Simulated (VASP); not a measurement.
Wanted: the native input for a VASP 6.6.1 run.

| Property | Result |
| --- | --- |
| Task | single point |
| Functional | PBEsol |
| Potentials or basis | VASP PAW PBE potentials, release 64 (Sn_d, O) |
| Cutoff | 520 eV |
| k mesh | 10 × 10 × 10 |
| Occupations | gaussian, width 0.02 eV |
| Spin | no spin polarisation |
| Dipole correction | no |
| Further INCAR settings | ALGO = Normal; EDIFF = 1e-06; NBANDS = 35 |

The structure of SnO2 lies in POSCAR:

```
SnO2
1.0
   -2.0232934480      2.0232934480      5.1867545205
    2.0232934480     -2.0232934480      5.1867545205
    2.0232934480      2.0232934480     -5.1867545205
Sn O
2 4
Direct
    0.7500000000      0.2500000000      0.5000000000
    0.0000000000      0.0000000000      0.0000000000
    0.7985291058      0.7985291058      0.0000000000
    0.9514708942      0.4514708942      0.5000000000
    0.2014708942      0.2014708942      0.0000000000
    0.5485291058      0.0485291058      0.5000000000
```

The input as run:

INCAR

```
ALGO     = Normal         # electronic algorithm
EDIFF    = 1E-6           # SCF threshold, eV
ENCUT    = 520            # plane-wave cutoff, eV
GGA      = PS             # functional
ISIF     = 2              # what is computed and relaxed
ISMEAR   = 0              # smearing method
LASPH    = T              # aspherical terms in the spheres
LCHARG   = F              # write CHGCAR
LREAL    = F              # projectors in reciprocal space
LWAVE    = F              # write WAVECAR
NBANDS   = 35             # bands
NELM     = 80             # most SCF steps
PREC     = Accurate       # precision mode
SIGMA    = 0.02           # smearing width, eV
```

KPOINTS

```
k-points
0
Gamma
  10 10 10
```

Potentials or basis: VASP PAW PBE potentials, release 64 (Sn_d, O).

Run with:

```console
$ cat potpaw_PBE.64/Sn_d/POTCAR potpaw_PBE.64/O/POTCAR > POTCAR
$ mpirun -np 1 vasp_std > vasp.out
```

It gave:

The pressure is -3.7 GPa and the largest force is 0.025 eV/Å. The band gap on the k mesh is 1.28 eV (least direct gap 1.60 eV).

Caveat: the cell stands under tension; the PAW data sets were made with another functional, which shifts forces and pressure a little; spin-orbit coupling is left out, which moves the levels of the heavy elements.

Wall time 5.4 min on 1 thread of Intel(R) Xeon(R) 6975P-C (Granite Rapids) (shared host), peak memory 0.46 GiB.
